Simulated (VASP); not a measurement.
# Sn (I4_1/amd) in VASP: settings compared

The runs below take Sn through single point, relaxation of cell and atoms, with HSE06, PBEsol.

All numbers are computed with VASP 6.6.1; they aren't measurements. Logs are shortened: lines on timing, memory, paths and dates and some standing lists are left out, and cuts for length are marked.

## Step 1: The cell of the first run

It takes space group I4_1/amd (No. 141, tetragonal). The conventional cell has a = 5.880 Å, b = 5.880 Å, c = 3.199 Å, α = 90.00°, β = 90.00°, γ = 90.00°. Within 4.0 Å of Sn (site symmetry -4m2) lie 10 Sn at 3.05 to 3.79 Å.

## Step 2: Single point, HSE06

POSCAR

```
Sn
1.0
   -2.9401404553      2.9401404553      1.5993019889
    2.9401404553     -2.9401404553      1.5993019889
    2.9401404553      2.9401404553     -1.5993019889
Sn
2
Direct
    0.0000000000      0.0000000000      0.0000000000
    0.7500000000      0.2500000000      0.5000000000
```

INCAR.step1

```
SYSTEM = Sn
ALGO = Normal
EDIFF = 1E-5
ENCUT = 520
GGA = PE
ISIF = 2
ISMEAR = -1
LASPH = .True.
LREAL = .False.
LWAVE = .True.
NBANDS = 21
NELM = 60
PREC = Accurate
SIGMA = 0.05
```

INCAR.step2

```
SYSTEM = Sn
ALGO = Normal
EDIFF = 1E-6
ENCUT = 520
GGA = PE
HFSCREEN = 0.2079
ISIF = 2
ISMEAR = -1
ISTART = 1
LASPH = .True.
LCHARG = .True.
LELF = .True.
LHFCALC = .True.
LREAL = .False.
LVHAR = .True.
LWAVE = .False.
NBANDS = 21
NELM = 60
PREC = Accurate
PRECFOCK = Normal
SIGMA = 0.05
```

KPOINTS

```
k-points
0
Gamma
  5 5 5
  0 0 0
```

Potentials or basis: VASP PAW PBE potentials, release 64 (Sn_d).

On the command line:

```console
$ cat potpaw_PBE.64/Sn_d/POTCAR > POTCAR
$ cp INCAR.step1 INCAR
$ mpirun -np 1 vasp_std > vasp.out
$ cp INCAR.step2 INCAR
$ mpirun -np 1 vasp_std > vasp.out
```

OUTCAR:

```text
SYSTEM = Sn
   EDIFF = 1E-6
   ENCUT = 520
   GGA = PE
   HFSCREEN = 0.2079
   ISIF = 2
   ISMEAR = -1
   ISTART = 1
   LASPH = .True.
   LHFCALC = .True.
   LREAL = .False.
   NELM = 60
   PREC = Accurate
   PRECFOCK = Normal

 ion  position               nearest neighbor table
   1  0.000  0.000  0.000-   2 3.05   2 3.05   2 3.05   2 3.05
   2  0.750  0.250  0.500-   1 3.05   1 3.05   1 3.05   1 3.05

  LATTYP: Found a body centered tetragonal cell.
 ALAT       =     5.8802809106
 C/A-ratio  =     0.5439542815

  Lattice vectors:

 A1 = (  -2.9401404553,   2.9401404553,   1.5993019889)
 A2 = (   2.9401404553,  -2.9401404553,   1.5993019889)
 A3 = (   2.9401404553,   2.9401404553,  -1.5993019889)

Analysis of symmetry for initial positions (statically):
=====================================================================
 Subroutine PRICEL returns:
 Original cell was already a primitive cell.

 Routine SETGRP: Setting up the symmetry group for a
 body centered tetragonal supercell.

 Subroutine GETGRP returns: Found 16 space group operations
 (whereof  8 operations were pure point group operations)
 out of a pool of 16 trial point group operations.

The static configuration has the point symmetry D_2d.
 The point group associated with its full space group is D_4h.

Analysis of symmetry for dynamics (positions and initial velocities):
=====================================================================
 Subroutine PRICEL returns:
 Original cell was already a primitive cell.

 Routine SETGRP: Setting up the symmetry group for a
 body centered tetragonal supercell.

 Subroutine GETGRP returns: Found 16 space group operations
 (whereof  8 operations were pure point group operations)
 out of a pool of 16 trial point group operations.

The dynamic configuration has the point symmetry D_2d.
 The point group associated with its full space group is D_4h.

 Subroutine INISYM returns: Found 16 space group operations
 (whereof  8 operations are pure point group operations),
 and found     1 'primitive' translations

----------------------------------------------------------------------------------------

                                     Primitive cell

  volume of cell :      55.3002

  direct lattice vectors                    reciprocal lattice vectors
    -2.940140455  2.940140455  1.599301989     0.000000000  0.170059903  0.312636390
     2.940140455 -2.940140455  1.599301989     0.170059903  0.000000000  0.312636390
     2.940140455  2.940140455 -1.599301989     0.170059903  0.170059903  0.000000000

  length of vectors
     4.454954393  4.454954393  4.454954393     0.355895888  0.355895888  0.240501021

  position of ions in fractional coordinates (direct lattice)
     0.000000000  0.000000000  0.000000000
     0.750000000  0.250000000  0.500000000

  ion indices of the primitive-cell ions
   primitive index   ion index
                 1           1
                 2           2

----------------------------------------------------------------------------------------

 KPOINTS: k-points

Automatic generation of k-mesh.
 Grid dimensions read from file:
 generate k-points for:    5    5    5

 Generating k-lattice:

  Cartesian coordinates                     Fractional coordinates (reciprocal lattice)
     0.000000000  0.034011981  0.062527278     0.200000000  0.000000000  0.000000000
     0.034011981  0.000000000  0.062527278     0.000000000  0.200000000  0.000000000
     0.034011981  0.034011981  0.000000000     0.000000000  0.000000000  0.200000000

  Length of vectors
     0.071179178  0.071179178  0.048100204

  Shift w.r.t. Gamma in fractional coordinates (k-lattice)
     0.000000000  0.000000000  0.000000000

 Subroutine IBZKPT returns following result:
 ===========================================

 Found     18 irreducible k-points:

 Following reciprocal coordinates:
            Coordinates               Weight
  0.000000  0.000000  0.000000      1.000000
  0.200000 -0.000000  0.000000      8.000000
  0.400000 -0.000000  0.000000      8.000000
  0.200000  0.200000  0.000000      8.000000
  0.400000  0.200000  0.000000     16.000000
 -0.400000  0.200000 -0.000000     16.000000
[... 10 lines left out ...]
 -0.400000  0.400000  0.400000      4.000000
 -0.400000 -0.400000  0.400000      2.000000
   k-points           NKPTS =     18   k-points in BZ     NKDIM =    125   number of bands    NBANDS=     21
   number of dos      NEDOS =    301   number of ions     NIONS =      2
   total plane-waves  NPLWV =  46656
   dimension x,y,z NGX =    36 NGY =   36 NGZ =   36
   dimension x,y,z NGXF=    72 NGYF=   72 NGZF=   72
   ions per type =               2
   NGX,Y,Z   is equivalent  to a cutoff of  13.43, 13.43, 13.43 a.u.
   NGXF,Y,Z  is equivalent  to a cutoff of  26.87, 26.87, 26.87 a.u.
 SYSTEM =  Sn
   PREC   = accura    normal or accurate (medium, high low for compatibility)
   ISTART =      1    job   : 0-new  1-cont  2-samecut
   ICHARG =      0    charge: 1-file 2-atom 10-const
   ISPIN  =      1    spin polarized calculation?
   LNONCOLLINEAR =      F non collinear calculations
   LSORBIT =      F    spin-orbit coupling
   LASPH  =      T    aspherical Exc in radial PAW
   ENCUT  =  520.0 eV  38.22 Ry    6.18 a.u.   8.28  8.28  8.28*2*pi/ulx,y,z
   NELM   =     60;   NELMIN=  2; NELMDL=  0     # of ELM steps
   EDIFF  = 0.1E-05   stopping-criterion for ELM
   LREAL  =      F    real-space projection
   EDIFFG = 0.1E-04   stopping-criterion for IOM
   NSW    =      0    number of steps for IOM
   IBRION =     -1    ionic relax: 0-MD 1-quasi-New 2-CG
   NFREE  =      0    steps in history (QN), initial steepest desc. (CG)
   ISIF   =      2    stress and relaxation
   ISYM   =      3    0-nonsym 1-usesym 2-fastsym
   POTIM  = 0.5000    time-step for ionic-motion
   TEBEG  =    0.0;   TEEND  =   0.0 temperature during run
   PSTRESS=    0.0 pullay stress
   NELECT =      28.0000    total number of electrons
   NUPDOWN=      -1.0000    fix difference up-down
   EMIN   =  10.00;   EMAX   =-10.00  energy-range for DOS
   EFERMI =   0.00;   METHOD = LEGACY
   ISMEAR =    -1;   SIGMA  =   0.05  broadening in eV -4-tet -1-fermi 0-gaus
   EFERMI_NEDOS =   21; number of points for ismear=-14 and -15
   IALGO  =     38    algorithm
   IMIX   =      1    mixing-type and parameters
     AMIX     =   0.40;   BMIX     =  1.00
     AMIX_MAG =   1.60;   BMIX_MAG =  1.00
  volume/ion in A,a.u.               =      27.65       186.59
  Fermi-wavevector in a.u.,A,eV,Ry     =   1.304824  2.465760 23.164816  1.702566
  Thomas-Fermi vector in A             =   2.435734
   LORBIT       =      0    0 simple, 1 ext, 2 COOP (PROOUT), +10 PAW based schemes
   GGA     = PE    functional components
   LHFCALC =     T    Hartree Fock is set to
   PRECFOCK=normal    Normal, Fast or Accurate (Low or Medium for compatibility)
   ENCUT4O =  -1.0   cutoff for four orbital integrals eV
   NKREDX  =     1    reduce k-point grid by
   NKREDY  =     1    reduce k-point grid by
   NKREDZ  =     1    reduce k-point grid by
   AEXX    =    0.2500 exact exchange contribution
   HFSCREEN=    0.2079 screening length (either q_TF or 0.3 A-1)
   HFSCREENC=   0.2079 screening length for correlation (either q_TF or 0.3 A-1)
   ENCUTFOCK=  -1.0 apply spherical cutoff to Coloumb kernel
   IVDW    =     0    specifies the selected vdW correction
   LEPSILON=     F    determine dielectric tensor
   LRPA    =     F    only Hartree local field effects (RPA)
 non-spin polarized calculation
  energy-cutoff  :      520.00
  volume of cell :       55.30
 maximum number of plane-waves:      1501
 NGX is ok and might be reduce to    36
  NGX = 28; NGY = 28; NGZ = 28

 number of electron      27.9999989 magnetization

 Free energy of the ion-electron system (eV)
  ---------------------------------------------------
  ext. energy  EPLUGINS =         0.00000000
  ---------------------------------------------------
  free energy    TOTEN  =        -8.84380110 eV

  energy without entropy =       -8.82823685  energy(sigma->0) =       -8.83601898

 E-fermi :   7.5965     XC(G=0):  -8.4737

 val. band max:        7.5609726917   @ k =   0.4000   0.2000   0.0000
 cond. band min:       7.6284418760   @ k =  -0.4000  -0.4000   0.4000
 fundamental gap:      0.0674691843
 Fermi energy:         7.5965265564

 k-point     1 :       0.0000    0.0000    0.0000
  band No.  band energies     occupation
      1     -16.2784      2.00000
      2     -16.2086      2.00000
      3     -16.1565      2.00000
      4     -16.1518      2.00000
      5     -16.0025      2.00000
      6     -16.0025      2.00000
[... 13 lines left out ...]
     20      18.0718      0.00000
     21      18.7742      0.00000

 k-point     2 :       0.2000   -0.0000    0.0000
  band No.  band energies     occupation
      1     -16.2552      2.00000
      2     -16.1435      2.00000
      3     -16.1265      2.00000
      4     -16.0894      2.00000
      5     -16.0443      2.00000
      6     -16.0178      2.00000
[... 13 lines left out ...]
     20      15.9017      0.00000
     21      16.7053      0.00000

 k-point     3 :       0.4000   -0.0000    0.0000
  band No.  band energies     occupation
      1     -16.2158      2.00000
      2     -16.1241      2.00000
      3     -16.1181      2.00000
      4     -16.0942      2.00000
      5     -16.0577      2.00000
      6     -16.0466      2.00000
[... 13 lines left out ...]
     20      16.0591      0.00000
     21      18.6756      0.00000

 k-point     4 :       0.2000    0.2000    0.0000
  band No.  band energies     occupation
      1     -16.2306      2.00000
      2     -16.1268      2.00000
      3     -16.0952      2.00000
      4     -16.0766      2.00000
      5     -16.0664      2.00000
      6     -16.0527      2.00000
[... 13 lines left out ...]
     20      15.8224      0.00000
     21      16.2124      0.00000

 k-point     5 :       0.4000    0.2000    0.0000
  band No.  band energies     occupation
      1     -16.2048      2.00000
      2     -16.1431      2.00000
      3     -16.1176      2.00000
      4     -16.0735      2.00000
      5     -16.0615      2.00000
      6     -16.0180      2.00000
[... 13 lines left out ...]
     20      16.7787      0.00000
     21      17.2597      0.00000

 k-point     6 :      -0.4000    0.2000   -0.0000
  band No.  band energies     occupation
      1     -16.2099      2.00000
      2     -16.1551      2.00000
      3     -16.1321      2.00000
      4     -16.0852      2.00000
      5     -16.0544      2.00000
      6     -16.0134      2.00000
[... 13 lines left out ...]
     20      16.6934      0.00000
     21      17.8896      0.00000

 k-point     7 :      -0.2000    0.2000    0.0000
  band No.  band energies     occupation
      1     -16.2472      2.00000
      2     -16.2133      2.00000
      3     -16.1738      2.00000
      4     -16.1254      2.00000
      5     -16.0186      2.00000
      6     -15.9879      2.00000
[... 13 lines left out ...]
     20      18.3672      0.00000
     21      18.5227      0.00000
[... 147 lines left out ...]
      1     -16.1800      2.00000
      2     -16.1650      2.00000
      3     -16.0690      2.00000
      4     -16.0669      2.00000
      5     -16.0400      2.00000
      6     -16.0109      2.00000
[... 13 lines left out ...]
     20      18.4452      0.00000
     21      20.4504      0.00000

 k-point    15 :      -0.2000   -0.4000    0.2000
  band No.  band energies     occupation
      1     -16.1989      2.00000
      2     -16.1072      2.00000
      3     -16.1068      2.00000
      4     -16.0688      2.00000
      5     -16.0559      2.00000
      6     -16.0457      2.00000
[... 13 lines left out ...]
     20      18.2239      0.00000
     21      19.9985      0.00000

 k-point    16 :      -0.2000   -0.2000    0.2000
  band No.  band energies     occupation
      1     -16.2323      2.00000
      2     -16.1050      2.00000
      3     -16.1050      2.00000
      4     -16.1028      2.00000
      5     -16.0438      2.00000
      6     -16.0438      2.00000
[... 13 lines left out ...]
     20      18.1025      0.00000
     21      18.1025      0.00000

 k-point    17 :      -0.4000    0.4000    0.4000
  band No.  band energies     occupation
      1     -16.2196      2.00000
      2     -16.2160      2.00000
      3     -16.0758      2.00000
      4     -16.0220      2.00000
      5     -16.0203      2.00000
      6     -16.0011      2.00000
[... 13 lines left out ...]
     20      20.4697      0.00000
     21      20.8116      0.00000

 k-point    18 :      -0.4000   -0.4000    0.4000
  band No.  band energies     occupation
      1     -16.1778      2.00000
      2     -16.1618      2.00000
      3     -16.0393      2.00000
      4     -16.0393      2.00000
      5     -16.0337      2.00000
      6     -16.0142      2.00000
[... 13 lines left out ...]
     20      19.6066      0.00000
     21      19.7610      0.00000

------------------------ aborting loop because EDIFF is reached ----------------------------------------

  FORCE on cell =-STRESS in cart. coord.  units (eV):
  Direction    XX          YY          ZZ          XY          YZ          ZX
  --------------------------------------------------------------------------------------
  -------------------------------------------------------------------------------------
  Total        0.6688214      0.6688214     -1.5229854      0.0000000      0.0000000      0.0000000
  in kB       19.3773374     19.3773374    -44.1244912      0.0000000      0.0000000      0.0000000
  external PRESSURE =      -1.7899388 kB  Pullay stress =       0.0000000 kB

 VOLUME and BASIS-vectors are now :
 -----------------------------------------------------------------------------
  energy-cutoff  :      520.00
  volume of cell :       55.30
      direct lattice vectors                 reciprocal lattice vectors
    -2.940140455  2.940140455  1.599301989     0.000000000  0.170059903  0.312636390
     2.940140455 -2.940140455  1.599301989     0.170059903  0.000000000  0.312636390
     2.940140455  2.940140455 -1.599301989     0.170059903  0.170059903  0.000000000

 POSITION                                       TOTAL-FORCE (eV/Angst)
 -----------------------------------------------------------------------------------
      0.00000      0.00000      0.00000        -0.000000      0.000000     -0.000000
      0.00000      2.94014      0.79965         0.000000     -0.000000      0.000000
 -----------------------------------------------------------------------------------
    total drift:                               -0.000000     -0.000000     -0.000000

  FREE ENERGIE OF THE ION-ELECTRON SYSTEM (eV)
  ---------------------------------------------------
  free  energy   TOTEN  =        -8.8438011035 eV

  energy  without entropy=       -8.8282368533  energy(sigma->0) =       -8.83601898
```

Run time: 2 h. Hardware: 1 thread of Intel Xeon Platinum 8259CL at 2.50GHz (Skylake/Cascade Lake), shared host; peak memory 0.33 GiB.

What came out:

| Item | Value |
| --- | --- |
| Free energy | -8.8438 eV |
| Pressure | -0.2 GPa |
| Band gap on the k mesh | zero (bands 14 and 15 overlap by 2.80 eV) |

Caveat: the k points lie up to 0.45 Å⁻¹ apart, too coarse for converged energies and pressures of a metal; the PAW data sets were made with another functional, which shifts forces and pressure a little; spin-orbit coupling is left out, which moves the levels of the heavy elements.

## Step 3: Relaxation of cell and atoms, PBEsol, target pressure 20 GPa, at which the enthalpy is minimised

INCAR

```
PREC = Accurate
ENCUT = 600
EDIFF = 1E-6
ISMEAR = -1
SIGMA = 0.05
LREAL = False
LASPH = True
NELM = 100
ALGO = Fast
ISIF = 3
LWAVE = False
LCHARG = False
GGA = PS
IBRION = 2
NSW = 60
EDIFFG = -0.01
PSTRESS = 200.0
```

KPOINTS

```
regular mesh
0
Gamma
  9 9 9
```

POSCAR is that of step 2.

Potentials or basis: VASP PAW PBE potentials, release 64 (Sn_d).

On the command line:

```console
$ cat potpaw_PBE.64/Sn_d/POTCAR > POTCAR
$ mpirun -np 1 vasp_std > vasp.out
```

It took 18 min on 1 thread of Intel Xeon 8259CL, shared host; peak memory 0.27 GiB.

Results (log left out):

- Free energy: -7.9927 eV
- Relaxed volume: 21.71 Å³/atom
- Relaxed cell: a = 4.125 Å, b = 4.125 Å, c = 4.125 Å, α = 97.18°, β = 97.18°, γ = 138.60°
- Space group after relaxing (to 0.1 Å): I4_1/amd (No. 141)
- Energy change on relaxing (the run minimises the enthalpy): +258.6 meV/atom
- Ionic steps: 12
- Pressure after relaxing: 20.0 GPa
- Band gap on the k mesh: zero (bands 14 and 15 overlap by 5.26 eV)

The path:
```tsv
step	energy change (eV)	largest force (eV/Å)	pressure (GPa)	volume (Å³)
1	0.0000	0.0000	-1.40	55.30
2	5.0945	0.0000	122.36	30.70
3	0.4105	0.0000	16.84	44.37
4	0.4841	0.0000	19.02	43.71
5	0.5186	0.0000	20.00	43.43
6	0.5462	0.0000	20.69	43.21
7	0.4803	0.0000	18.92	43.73
8	0.4997	0.0000	19.55	43.57
9	0.5038	0.0000	19.65	43.52
10	0.5041	0.0000	19.66	43.52
11	0.5340	0.0000	20.50	43.28
12	0.5172	0.0000	19.98	43.42
```

Final structure:
```yaml
crystal:
  lattice:
    - [-2.72852, 2.72852, 1.45793]
    - [2.72852, -2.72852, 1.45793]
    - [2.72852, 2.72852, -1.45793]
  atoms:
    - { symbol: Sn, position: [0.00000, 0.00000, 0.00000] }
    - { symbol: Sn, position: [0.75000, 0.25000, 0.50000] }
```

Levels at points of the mesh, in eV from the Fermi level:
```
           k point  band 10  band 11  band 12  band 13  band 14  band 15  band 16  band 17  band 18
(0.00, 0.00, 0.00)   -21.16   -13.08    -3.22    -2.79    -2.79     2.48     7.09     7.09     8.90
```

Caveat: the cell is relaxed towards a set pressure, so the run minimises the enthalpy, not the energy; the volume moved by over 15 % at a fixed basis, so the end points are rough; the PAW data sets were made with another functional, which shifts forces and pressure a little; spin-orbit coupling is left out, which moves the levels of the heavy elements.

The gap in the log of VASP goes by the Fermi energy; the results here count the filled bands.